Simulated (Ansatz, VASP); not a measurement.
Two plane-wave programs on ZrTi5C6

```
Zr Ti C
1.0
     3.11258    0.00000    0.00000
     0.00000    4.41111    0.00000
     0.00000    0.00000    9.34002
Zr Ti C
1 5 6
Direct
  0.00000 0.00000 0.00000
  0.00000 0.00000 0.66196
  0.50000 0.50000 0.82731
  0.50000 0.50000 0.17269
  0.00000 0.00000 0.33804
  0.50000 0.50000 0.50000
  0.00000 0.50000 0.66394
  0.50000 0.00000 0.82230
  0.00000 0.50000 0.00000
  0.50000 0.00000 0.17770
  0.00000 0.50000 0.33606
  0.50000 0.00000 0.50000
```

Alike in both runs: task single point; functional PBE; k mesh 6 × 4 × 2; occupations gaussian, width 0.1 eV; no spin polarisation.

|  | VASP | Ansatz |
| --- | --- | --- |
| version | VASP 6.6.1 | Ansatz 0.2.0 |
| potentials or method | VASP PAW PBE potentials, release 64 (Zr_sv, Ti_sv, C), cutoff 520 eV | scalar-relativistic, plane waves, PAW |
| valence electrons in the cell | 96 | 96 |

VASP gave:

| Quantity | Value |
| --- | --- |
| gap on the k mesh at the Fermi level (eV) | none |
| pressure (GPa) | 0.2 |
| traceless stress, the component that is largest in VASP (GPa) | 0.07 |
| rms of the force components (eV/Å) | 0.009 |

Q: Estimate Ansatz's values.

A: gap on the k mesh at the Fermi level (eV): none; pressure (GPa): -0.1; traceless stress, the component that is largest in VASP (GPa): 0.06; rms of the force components (eV/Å): 0.009.

Atom by atom the forces differ by 0.001 eV/Å (rms over components). A gap of «none» marks a metal or a gap that the smearing closes.
